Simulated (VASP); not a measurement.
Wanted: the native input for a VASP 6.6.1 run.

* Task: relaxation of cell and atoms
* Functional: PBEsol
* Dispersion: D4
* Potentials or basis: VASP PAW PBE potentials, release 64 (Sb)
* Cutoff: 600 eV
* k mesh: 8 × 8 × 8
* Occupations: fermi-dirac, width 0.05 eV
* Spin: no spin polarisation
* Dipole correction: no
* Further INCAR settings: ALGO = Normal; EDIFF = 1e-07; IBRION = 2; EDIFFG = -0.01; NSW = 60; ISIF = 3

The structure of Sb lies in POSCAR:

```
Sb
1.0
    3.1600000000      0.0000000000      0.0000000000
    0.0000000000      3.1600000000      0.0000000000
    0.0000000000      0.0000000000      3.1600000000
Sb
1
Direct
    0.0000000000      0.0000000000      0.0000000000
```

One way to write it, as run:

INCAR

```
ALGO     = Normal         # electronic algorithm
EDIFF    = 1E-7           # SCF threshold, eV
EDIFFG   = -0.01          # ionic threshold
ENCUT    = 600            # plane-wave cutoff, eV
GGA      = PS             # functional
IBRION   = 2              # ionic algorithm
ISIF     = 3              # what is computed and relaxed
ISMEAR   = -1             # smearing method
IVDW     = 13             # dispersion correction
LASPH    = T              # aspherical terms in the spheres
LCHARG   = F              # write CHGCAR
LREAL    = F              # projectors in reciprocal space
LWAVE    = F              # write WAVECAR
NELM     = 60             # most SCF steps
NSW      = 60             # ionic steps
PREC     = Accurate       # precision mode
SIGMA    = 0.05           # smearing width, eV
```

KPOINTS

```
k-points
0
Gamma
  8 8 8
```

Potentials or basis: VASP PAW PBE potentials, release 64 (Sb).

Command:

```sh
$ cat potpaw_PBE.64/Sb/POTCAR > POTCAR
$ mpirun -np 1 vasp_std > vasp.out
```

Results of the run:

| Item | Value |
| --- | --- |
| Relaxed volume | 28.24 Å³/atom |
| Relaxed cell | a = 3.045 Å, b = 3.045 Å, c = 3.045 Å, α = 90.00°, β = 90.00°, γ = 90.00° |
| Space group after relaxing (to 0.05 Å) | Pm-3m (No. 221) |
| Energy gained by relaxing | 68.5 meV/atom |
| Ionic steps | 3 |
| Pressure after relaxing | 0.0 GPa |
| Dispersion energy per atom | -0.311 eV |

Caveat: the PAW data sets were made with another functional, which shifts forces and pressure a little; the volume moved by -10 % from the deposited cell, more than functionals usually miss; pairwise dispersion overbinds metals, which lowers pressure and volume.

Run time: 23 s on 1 thread of Intel(R) Xeon(R) Platinum 8375C CPU @ 2.90GHz (Ice Lake), with other jobs on the host, peak memory 0.16 GiB.
